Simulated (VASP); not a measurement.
# Os7Ru3Au6 (P1) in VASP: notebook

Os7Ru3Au6 is run at these levels: PBE; tasks: single point.

Program: VASP 6.6.1. These are calculated values, not measurements. Logs are shortened: lines on timing, memory, paths and dates and some standing lists are left out, and cuts for length are marked.

## 1. The cell of the first run

The typed cell holds 16 atoms: a = 6.834 Å, b = 6.816 Å, c = 6.843 Å, α = 109.66°, β = 108.81°, γ = 109.63°.

## 2. Single point, PBE

INCAR

```
SYSTEM = Os7Ru3Au6
PREC = Accurate
ENCUT = 520
EDIFF = 1E-6
ISMEAR = 0
SIGMA = 0.1
LREAL = Auto
LASPH = .True.
NELM = 80
ALGO = Fast
ISIF = 2
LWAVE = .False.
LCHARG = .True.
GGA = PE
LELF = .True.
LVHAR = .True.
ISYM = 0
NBANDS = 96
```

KPOINTS

```
regular mesh
0
Gamma
  3 3 3
  0 0 0
```

POSCAR

```
Os7Ru3Au6
1.0
   -3.9198135371      3.9405025059     -3.9765021928
    3.9221794361      3.9251276895      3.9587614774
    3.9454538859     -3.9227617905     -3.9844018261
Ru Os Au
3 7 6
Direct
    0.0001953710     -0.0014074545     -0.0131862357
    0.2651677123      0.5104491176      0.2521302787
    0.2451462917      0.7364206275     -0.0106867794
    0.2576597179      0.0162114198      0.7559004628
    0.0175334332      0.2630076798      0.7717872253
    0.4916867468      0.0036959351      0.5101333066
    0.7486293150      0.5057498924      0.7613149483
    0.2734329273      0.2622413346      0.5186982424
    0.4934111958      0.7373966074      0.7422745837
    0.4780027530      0.4906053265     -0.0222573099
    1.0056797914      0.5012798380      0.5050191024
    0.7496842409     -0.0018150895      0.2502665341
    0.4903742747      0.2451253420      0.2476207772
    0.7519662397      0.7571884735      0.5059394771
    0.0088113196      0.7579862895      0.2482562233
    0.7538565955      0.2498017826     -0.0024138309
```

Potentials or basis: VASP PAW PBE potentials, release 64 (Ru_pv, Os, Au).

On the command line:

```sh
$ cat potpaw_PBE.64/Ru_pv/POTCAR potpaw_PBE.64/Os/POTCAR potpaw_PBE.64/Au/POTCAR > POTCAR
$ mpirun -np 1 vasp_std > vasp.out
```

OUTCAR:

```text
SYSTEM = Os7Ru3Au6
   PREC = Accurate
   ENCUT = 520
   EDIFF = 1E-6
   ISMEAR = 0
   LREAL = Auto
   LASPH = .True.
   NELM = 80
   ISIF = 2
   GGA = PE
   ISYM = 0

 ion  position               nearest neighbor table
   1  0.000  0.999  0.987-   5 2.68  14 2.70   4 2.72   7 2.75  13 2.75  16 2.78  15 2.80   3 2.83
                             9 2.84   2 2.85  12 2.86   8 2.99
   2  0.265  0.510  0.252-   5 2.70  10 2.72  14 2.73   3 2.73  13 2.74   6 2.75   9 2.75  15 2.81
                             1 2.85  11 2.85  16 2.87   8 2.88
   3  0.245  0.736  0.989-   5 2.64  10 2.67  11 2.72   2 2.73   9 2.75  15 2.76   7 2.79   1 2.83
                            12 2.83  13 2.83   4 2.87   6 2.93
   4  0.258  0.016  0.756-  10 2.64   6 2.67   8 2.70   5 2.72   1 2.72  13 2.76  16 2.78  14 2.84
                            15 2.85  11 2.87   3 2.87   9 2.87
   5  0.018  0.263  0.772-  10 2.59   3 2.64   1 2.68   2 2.70   4 2.72  16 2.72  14 2.82  11 2.82
                             8 2.83   7 2.86  12 2.93   6 2.95
   6  0.492  0.004  0.510-   8 2.66   4 2.67  15 2.71  16 2.74   2 2.75   9 2.79   7 2.79  13 2.82
                            14 2.83  12 2.88   3 2.93   5 2.95
   7  0.749  0.506  0.761-   8 2.67  10 2.71   9 2.72  15 2.74   1 2.75  16 2.75   3 2.79   6 2.79
                            14 2.83  11 2.85   5 2.86  13 2.88
   8  0.273  0.262  0.519-  10 2.58   9 2.65   6 2.66   7 2.67   4 2.70  13 2.72  15 2.81  11 2.83
                             5 2.83   2 2.88  12 2.94   1 2.99
   9  0.493  0.737  0.742-   8 2.65  10 2.69   7 2.72  11 2.74  14 2.75   3 2.75   2 2.75   6 2.79
                             1 2.84  16 2.85  12 2.85   4 2.87
  10  0.478  0.491  0.978-   8 2.58   5 2.59   4 2.64   3 2.67   9 2.69   7 2.71   2 2.72  12 2.83
                            13 2.88  16 2.89  14 2.97  15 2.98
  11  0.006  0.501  0.505-   3 2.72   9 2.74  12 2.80   5 2.82   8 2.83  14 2.84  16 2.85   2 2.85
                             7 2.85   4 2.87  15 2.87  13 2.89
  12  0.750  0.998  0.250-  14 2.77  15 2.79  11 2.80  16 2.82  13 2.82  10 2.83   3 2.83   9 2.85
                             1 2.86   6 2.88   5 2.93   8 2.94
  13  0.490  0.245  0.248-   8 2.72   2 2.74   1 2.75   4 2.76   6 2.82  12 2.82   3 2.83  14 2.85
                            16 2.86  10 2.88   7 2.88  11 2.89
  14  0.752  0.757  0.506-   1 2.70   2 2.73   9 2.75  12 2.77   5 2.82   6 2.83   7 2.83   4 2.84
                            11 2.84  13 2.85  15 2.86  10 2.97
  15  0.009  0.758  0.248-   6 2.71   7 2.74   3 2.76  12 2.79   1 2.80   8 2.81   2 2.81  16 2.83
                             4 2.85  14 2.86  11 2.87  10 2.98
  16  0.754  0.250  0.998-   5 2.72   6 2.74   7 2.75   1 2.78   4 2.78  12 2.82  15 2.83  11 2.85
                             9 2.85  13 2.86   2 2.87  10 2.89

IMPORTANT INFORMATION: All symmetrisations will be switched off!
NOSYMM: (Re-)initialisation of all symmetry stuff for point group C_1.

----------------------------------------------------------------------------------------

                                     Primitive cell

  volume of cell :     246.3220

  direct lattice vectors                    reciprocal lattice vectors
    -3.919813537  3.940502506 -3.976502193    -0.000446601  0.126852845 -0.125332624
     3.922179436  3.925127690  3.958761477     0.127067062  0.127098736  0.000692492
     3.945453886 -3.922761791 -3.984401826     0.126695078 -0.000320508 -0.125206532

  length of vectors
     6.834110612  6.816297481  6.843253929     0.178325854  0.179723695  0.178124735

  position of ions in fractional coordinates (direct lattice)
     0.000195371  0.998592546  0.986813764
     0.265167712  0.510449118  0.252130279
     0.245146292  0.736420628  0.989313221
     0.257659718  0.016211420  0.755900463
     0.017533433  0.263007680  0.771787225
     0.491686747  0.003695935  0.510133307
[... 8 lines left out ...]
     0.008811320  0.757986290  0.248256223
     0.753856595  0.249801783  0.997586169

  ion indices of the primitive-cell ions
   primitive index   ion index
                 1           1
                 2           2
                 3           3
                 4           4
                 5           5
                 6           6
[... 8 lines left out ...]
                15          15
                16          16

----------------------------------------------------------------------------------------

 KPOINTS: regular mesh

Automatic generation of k-mesh.
 Grid dimensions read from file:
 generate k-points for:    3    3    3

 Generating k-lattice:

  Cartesian coordinates                     Fractional coordinates (reciprocal lattice)
    -0.000148867  0.042284282 -0.041777541     0.333333333 -0.000000000  0.000000000
     0.042355687  0.042366245  0.000230831    -0.000000000  0.333333333  0.000000000
     0.042231693 -0.000106836 -0.041735511    -0.000000000  0.000000000  0.333333333

  Length of vectors
     0.059441951  0.059907898  0.059374912

  Shift w.r.t. Gamma in fractional coordinates (k-lattice)
     0.000000000  0.000000000  0.000000000

 Subroutine IBZKPT returns following result:
 ===========================================

 Found     14 irreducible k-points:

 Following reciprocal coordinates:
            Coordinates               Weight
  0.000000  0.000000  0.000000      1.000000
  0.333333  0.000000  0.000000      2.000000
  0.000000  0.333333  0.000000      2.000000
  0.333333  0.333333  0.000000      2.000000
 -0.333333  0.333333  0.000000      2.000000
  0.000000  0.000000  0.333333      2.000000
  0.333333 -0.000000  0.333333      2.000000
 -0.333333 -0.000000  0.333333      2.000000
  0.000000  0.333333  0.333333      2.000000
  0.333333  0.333333  0.333333      2.000000
 -0.333333  0.333333  0.333333      2.000000
  0.000000 -0.333333  0.333333      2.000000
  0.333333 -0.333333  0.333333      2.000000
 -0.333333 -0.333333  0.333333      2.000000
   k-points           NKPTS =     14   k-points in BZ     NKDIM =     14   number of bands    NBANDS=     96
   number of dos      NEDOS =    301   number of ions     NIONS =     16
   total plane-waves  NPLWV = 157464
   dimension x,y,z NGX =    54 NGY =   54 NGZ =   54
   dimension x,y,z NGXF=   108 NGYF=  108 NGZF=  108
   ions per type =               3   7   6
   NGX,Y,Z   is equivalent  to a cutoff of  13.14, 13.17, 13.12 a.u.
   NGXF,Y,Z  is equivalent  to a cutoff of  26.27, 26.34, 26.24 a.u.
 SYSTEM =  Os7Ru3Au6
   PREC   = accura    normal or accurate (medium, high low for compatibility)
   ISTART =      0    job   : 0-new  1-cont  2-samecut
   ICHARG =      2    charge: 1-file 2-atom 10-const
   ISPIN  =      1    spin polarized calculation?
   LNONCOLLINEAR =      F non collinear calculations
   LSORBIT =      F    spin-orbit coupling
   LASPH  =      T    aspherical Exc in radial PAW
   ENCUT  =  520.0 eV  38.22 Ry    6.18 a.u.  12.71 12.67 12.72*2*pi/ulx,y,z
   NELM   =     80;   NELMIN=  2; NELMDL= -5     # of ELM steps
   EDIFF  = 0.1E-05   stopping-criterion for ELM
   LREAL  =      T    real-space projection
   EDIFFG = 0.1E-04   stopping-criterion for IOM
   NSW    =      0    number of steps for IOM
   IBRION =     -1    ionic relax: 0-MD 1-quasi-New 2-CG
   NFREE  =      0    steps in history (QN), initial steepest desc. (CG)
   ISIF   =      2    stress and relaxation
   ISYM   =      0    0-nonsym 1-usesym 2-fastsym
   POTIM  = 0.5000    time-step for ionic-motion
   TEBEG  =    0.0;   TEEND  =   0.0 temperature during run
   PSTRESS=    0.0 pullay stress
   NELECT =     164.0000    total number of electrons
   NUPDOWN=      -1.0000    fix difference up-down
   EMIN   =  10.00;   EMAX   =-10.00  energy-range for DOS
   EFERMI =   0.00;   METHOD = LEGACY
   ISMEAR =     0;   SIGMA  =   0.10  broadening in eV -4-tet -1-fermi 0-gaus
   EFERMI_NEDOS =   21; number of points for ismear=-14 and -15
   IALGO  =     68    algorithm
   IMIX   =      4    mixing-type and parameters
     AMIX     =   0.40;   BMIX     =  1.00
     AMIX_MAG =   1.60;   BMIX_MAG =  1.00
  volume/ion in A,a.u.               =      15.40       103.89
  Fermi-wavevector in a.u.,A,eV,Ry     =   1.429514  2.701389 27.803639  2.043510
  Thomas-Fermi vector in A             =   2.549459
   LORBIT       =      0    0 simple, 1 ext, 2 COOP (PROOUT), +10 PAW based schemes
   GGA     = PE    functional components
   LHFCALC =     F    Hartree Fock is set to
   AEXX    =    0.0000 exact exchange contribution
   IVDW    =     0    specifies the selected vdW correction
   LEPSILON=     F    determine dielectric tensor
   LRPA    =     F    only Hartree local field effects (RPA)
 non-spin polarized calculation
 RMM-DIIS sequential band-by-band and
 Gauss-broadening in eV      SIGMA  =   0.10
  energy-cutoff  :      520.00
  volume of cell :      246.32
 maximum number of plane-waves:      6643
 NGX is ok and might be reduce to    54
   NGX = 25   NGY = 25   NGZ = 25

 number of electron     164.0000000 magnetization

 Free energy of the ion-electron system (eV)
  ---------------------------------------------------
  ext. energy  EPLUGINS =         0.00000000
  ---------------------------------------------------
  free energy    TOTEN  =      -119.23851863 eV

  energy without entropy =     -119.17904077  energy(sigma->0) =     -119.20877970

 E-fermi :   9.8376     XC(G=0): -13.4040

 val. band max:        9.8361381543   @ k =   0.0000   0.0000   0.3333
 cond. band min:       9.8484692352   @ k =   0.0000  -0.3333   0.3333
 fundamental gap:      0.0123310809
 Fermi energy:         9.8376373590

 k-point     1 :       0.0000    0.0000    0.0000
  band No.  band energies     occupation
      1     -33.1605      2.00000
      2     -33.1127      2.00000
      3     -33.0630      2.00000
      4     -32.9948      2.00000
      5     -32.9226      2.00000
      6     -32.8921      2.00000
[... 86 lines left out ...]
     93      11.6696      0.00000
     94      11.8600      0.00000

 k-point     2 :       0.3333    0.0000    0.0000
  band No.  band energies     occupation
      1     -33.1606      2.00000
      2     -33.1127      2.00000
      3     -33.0630      2.00000
      4     -32.9944      2.00000
      5     -32.9225      2.00000
      6     -32.8921      2.00000
[... 1250 lines left out ...]
     93      11.0240      0.00000
     94      11.2457      0.00000
 [bands above 94 left out]

------------------------ aborting loop because EDIFF is reached ----------------------------------------

  FORCE on cell =-STRESS in cart. coord.  units (eV):
  Direction    XX          YY          ZZ          XY          YZ          ZX
  --------------------------------------------------------------------------------------
  -------------------------------------------------------------------------------------
  Total       -0.4345698     -0.4949301     -0.4299827     -0.0111173     -0.0064215     -0.0147391
  in kB       -2.8266161     -3.2192237     -2.7967800     -0.0723117     -0.0417681     -0.0958687
  external PRESSURE =      -2.9475399 kB  Pullay stress =       0.0000000 kB

 VOLUME and BASIS-vectors are now :
 -----------------------------------------------------------------------------
  energy-cutoff  :      520.00
  volume of cell :      246.32
      direct lattice vectors                 reciprocal lattice vectors
    -3.919813537  3.940502506 -3.976502193    -0.000446601  0.126852845 -0.125332624
     3.922179436  3.925127690  3.958761477     0.127067062  0.127098736  0.000692492
     3.945453886 -3.922761791 -3.984401826     0.126695078 -0.000320508 -0.125206532

 POSITION                                       TOTAL-FORCE (eV/Angst)
 -----------------------------------------------------------------------------------
      7.80932      0.04934      0.02055        -0.003195      0.004642     -0.001499
      1.95743      2.05942     -0.03828         0.002634      0.006876      0.002389
      5.83074     -0.02430     -2.00133         0.013105     -0.000951      0.001855
      2.03598     -1.88628     -3.97222         0.006190      0.004732     -0.001902
      4.00789     -1.92611     -2.10365         0.004313     -0.002543     -0.014456
      0.09988     -0.04913     -3.97314         0.001281     -0.008312      0.004275
[... 8 lines left out ...]
      3.91790      2.03606      1.97650         0.002130     -0.010457      0.002039
      1.96072      0.03778     -5.98359         0.006038      0.003527     -0.014735
 -----------------------------------------------------------------------------------
    total drift:                               -0.000580      0.004460      0.003702

  FREE ENERGIE OF THE ION-ELECTRON SYSTEM (eV)
  ---------------------------------------------------
  free  energy   TOTEN  =      -119.2385186314 eV

  energy  without entropy=     -119.1790407685  energy(sigma->0) =     -119.20877970
```

Wall time 32 min (1 thread of AMD EPYC 7R13, shared host); peak memory 0.51 GiB.

What came out:

```yaml
Free_energy: -119.2385 eV
Pressure: -0.3 GPa
Largest_force: 0.021 eV/Å
Band_gap_on_the_k_mesh: zero (bands 82 and 83 overlap by 0.42 eV)
```

Forces in eV/Å, atoms in the order of the input:
```
Ru  -0.003  0.005 -0.001
Ru   0.003  0.007  0.002
Ru   0.013 -0.001  0.002
Os   0.006  0.005 -0.002
Os   0.004 -0.003 -0.014
Os   0.001 -0.008  0.004
Os   0.008  0.002 -0.007
Os  -0.006  0.020 -0.003
Os  -0.016 -0.012  0.003
Os  -0.004 -0.003  0.003
Au  -0.002  0.001  0.015
Au   0.001  0.003  0.004
Au  -0.002 -0.001 -0.002
Au  -0.011 -0.006  0.009
Au   0.002 -0.010  0.002
Au   0.006  0.004 -0.015
```

Caveat: the k points lie up to 0.38 Å⁻¹ apart; spin-orbit coupling is left out, which moves the levels of the heavy elements.

## 3. Single point, PBE

This run uses another cell than the first one, of 15.50 Å³/atom.

INCAR

```
SYSTEM = Os7Ru3Au6
  PREC = Accurate
  ENCUT = 520
  EDIFF = 1E-6
  ISMEAR = 0
  SIGMA = 0.1
  LREAL = Auto
  LASPH = .True.
  NELM = 100
  ALGO = Fast
  ISIF = 2
  LWAVE = .False.
  LCHARG = .False.
  GGA = PE
  ISYM = 0
  NBANDS = 96
```

KPOINTS is that of step 2.

POSCAR

```
Os7Ru3Au6
1.0
   -3.9623272911      3.9271096496     -3.9553915100
    4.0023956750      3.9727245658      3.9609380423
    3.9461526662     -3.9326561820     -3.9447634175
Ru Os Au
3 7 6
Direct
    0.7508085086      0.7705757834      0.5027503627
    0.7491410260      0.2409584914      0.9812245784
    0.2646522925      0.7524570901      0.0211478622
   -0.0060586392      0.2379452556      0.7585182598
    0.5121664131      0.9855982063      0.5024775974
    0.5248703992      0.7724153024      0.7702823918
    0.7383745972     -0.0277889259      0.2391881632
    0.9734492666      0.9873939957     -0.0136989056
   -0.0088460956      0.7569058926      0.2341831907
    0.5068564917      0.5208469854      1.0048553824
    0.2489671945     -0.0044241651      0.7486019667
    0.7533146597      0.4979298885      0.7522123992
    0.2467818848      0.2490554783      0.5007900600
    0.0005433442      0.5002811408      0.4994910938
    0.5023007877      0.2468356253      0.2451813419
    0.2488090015      0.5001154982      0.2468248415
```

Potentials or basis: VASP PAW PBE potentials, release 64 (Ru_pv, Os, Au).

On the command line:

```sh
$ cat potpaw_PBE.64/Ru_pv/POTCAR potpaw_PBE.64/Os/POTCAR potpaw_PBE.64/Au/POTCAR > POTCAR
$ mpirun -np 1 vasp_std > vasp.out
```

It took 32 min on 1 thread of AMD EPYC 7R13, shared host; peak memory 0.51 GiB.

The run converged. Its results:

```
Free energy            : -118.9462 eV
Pressure               : -0.2 GPa
Largest force          : 0.040 eV/Å
Band gap on the k mesh : zero (bands 82 and 83 overlap by 0.34 eV)
```

Forces in eV/Å, atoms in the order of the input:
```
Ru   0.007 -0.017 -0.004
Ru   0.020 -0.002  0.007
Ru   0.010 -0.009 -0.006
Os   0.008 -0.005 -0.013
Os  -0.004  0.000  0.006
Os  -0.001  0.028 -0.007
Os  -0.033 -0.019  0.013
Os  -0.005 -0.006  0.002
Os  -0.015  0.001  0.021
Os   0.013  0.024 -0.017
Au   0.007 -0.005 -0.005
Au  -0.012  0.008  0.007
Au  -0.004  0.009 -0.006
Au   0.006  0.001  0.007
Au   0.000  0.005  0.000
Au   0.002 -0.012 -0.004
```

Levels at points of the mesh, in eV from the Fermi level:
```tsv
k point	band 80	band 81	band 82	band 83	band 84	band 85
(0.00, 0.00, 0.00)	-0.60	-0.35	0.29	0.41	0.55	0.61
```

Caveat: the k points lie up to 0.37 Å⁻¹ apart; spin-orbit coupling is left out, which moves the levels of the heavy elements.

## 4. Single point, PBE

This run uses another cell than the first one, of 15.51 Å³/atom.

INCAR

```
ALGO = Fast ; EDIFF = 1E-6
ENCUT = 520 ; GGA = PE
ISIF = 2 ; ISMEAR = 0
ISYM = 0 ; LASPH = True
LCHARG = False ; LREAL = Auto
LWAVE = False ; NBANDS = 96
NELM = 80 ; PREC = Accurate
SIGMA = 0.1
```

KPOINTS

```
k-points
0
Gamma
  3 3 3
```

POSCAR

```
Os7Ru3Au6
1.0
   -3.9425756963      3.9457923432     -3.9815763032
    3.9095238976      3.9332474751      4.0020832338
    3.9624049590     -3.9662992737     -4.0219124965
Ru Os Au
3 7 6
Direct
    0.2400460313      0.2312164099      0.4948319111
    0.7593394746      0.0132138313      0.2769293885
    0.5184614745      0.2521217789      0.2724429345
   -0.0179255177      0.2516890542      0.7236512960
    0.5009238696      0.0137555451      0.4800374314
    0.7584348028      0.4888301980      0.7375887937
    0.9767716992      0.4891227457      0.4985807106
    0.7628582776      0.7521652023      0.4937048473
    0.0098031511      0.7678059239      0.2615039977
    0.2353252320      0.7450145944      1.0088155730
    0.2511239169     -0.0014568578      0.7530916517
    0.4976177265      0.7465657858      0.7486082160
   -0.0006843298     -0.0006955835     -0.0003613314
    0.2583857537      0.5048789531      0.2595032864
    0.7542030097      0.2571257675      0.0029786544
    0.4987774971      0.5065153148      0.9990243532
```

On the command line:

```sh
$ cat potpaw_PBE.64/Ru_pv/POTCAR potpaw_PBE.64/Os/POTCAR potpaw_PBE.64/Au/POTCAR > POTCAR
$ mpirun -np 1 vasp_std > vasp.out
```

It took 27 min on 1 thread of AMD EPYC 7R13, shared host; peak memory 0.51 GiB.

The run converged. Its results:

- Free energy: -119.5619 eV
- Pressure: -0.2 GPa
- Largest force: 0.040 eV/Å
- Band gap on the k mesh: zero (bands 82 and 83 overlap by 0.33 eV)

Forces on the atoms (eV/Å):
```
Ru  -0.005  0.010 -0.003
Ru  -0.034  0.014  0.008
Ru  -0.003  0.012  0.038
Os   0.015  0.004 -0.011
Os   0.014 -0.017  0.012
Os  -0.011 -0.007 -0.011
Os  -0.009 -0.003 -0.007
Os  -0.023  0.012 -0.003
Os   0.012  0.012  0.002
Os   0.028 -0.021 -0.007
Au   0.016  0.006 -0.010
Au  -0.007 -0.003 -0.009
Au   0.012  0.003  0.007
Au  -0.004 -0.005  0.004
Au  -0.001 -0.015 -0.015
Au   0.000 -0.002  0.005
```

Levels at points of the mesh, in eV from the Fermi level:
```
           k point  band 78  band 79  band 80  band 81  band 82  band 83  band 84  band 85  band 86  band 87
(0.00, 0.00, 0.00)    -0.69    -0.66    -0.61    -0.38     0.31     0.55     0.57     0.78     1.00     1.16
```

Caveat: the k points lie up to 0.37 Å⁻¹ apart; spin-orbit coupling is left out, which moves the levels of the heavy elements.

## 5. Overview

| cell | gap on the mesh (eV) | pressure (GPa) | largest force (eV/Å) |
| --- | --- | --- | --- |
| a = 6.834, b = 6.816, c = 6.843 Å, angles 109.7, 108.8, 109.6°, 16 atoms, atomic positions A | none | -0.3 | 0.02 |
| a = 6.839, b = 6.891, c = 6.826 Å, angles 109.2, 109.4, 109.7°, 16 atoms, atomic positions B | none | -0.2 | 0.04 |
| a = 6.853, b = 6.839, c = 6.900 Å, angles 110.1, 108.8, 109.7°, 16 atoms, atomic positions C | none | -0.2 | 0.04 |

Alike in all rows: task single point; level PBE; potentials or basis VASP PAW PBE potentials, release 64 (Ru_pv, Os, Au); no spin polarisation; k mesh 3 × 3 × 3; cutoff (eV) 520; smearing gaussian 0.1 eV.

Caveats: all runs use coarse meshes; spin-orbit coupling is left out, which moves the levels of the heavy elements.

Total energies depend on the potentials used, so only differences within one code and one set of settings carry meaning.
